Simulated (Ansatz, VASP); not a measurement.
## Two plane-wave programs on Yb

```
CELL_PARAMETERS angstrom
-2.01844 2.01844 2.01844
2.01844 -2.01844 2.01844
2.01844 2.01844 -2.01844
ATOMIC_POSITIONS crystal
Yb 0.00000 0.00000 0.00000
```

Change from the starting cell: volume scaled by 0.95, PAW files.

Alike in both runs: task single point; functional PBE; k mesh 14 × 14 × 14; occupations fermi-dirac, width 0.08 eV; no spin polarisation.

|  | VASP | Ansatz |
| --- | --- | --- |
| version | VASP 6.6.1 | Ansatz 0.2.0 |
| potentials or method | VASP PAW PBE potentials, release 64 (Yb) | PAW with Ansatz's default frozen-core files, scalar-relativistic |
| plane-wave cutoff (eV) | 520 | 420 |
| valence electrons in the cell | 24 | 24 |

|  | VASP | Ansatz | Ansatz less VASP |
| --- | --- | --- | --- |
| pressure (GPa) | 0.3 | 1.2 | +0.86 |

With one functional, cell and mesh, what is left measures potentials, basis and numerics.

Neither program's run includes spin-orbit coupling.
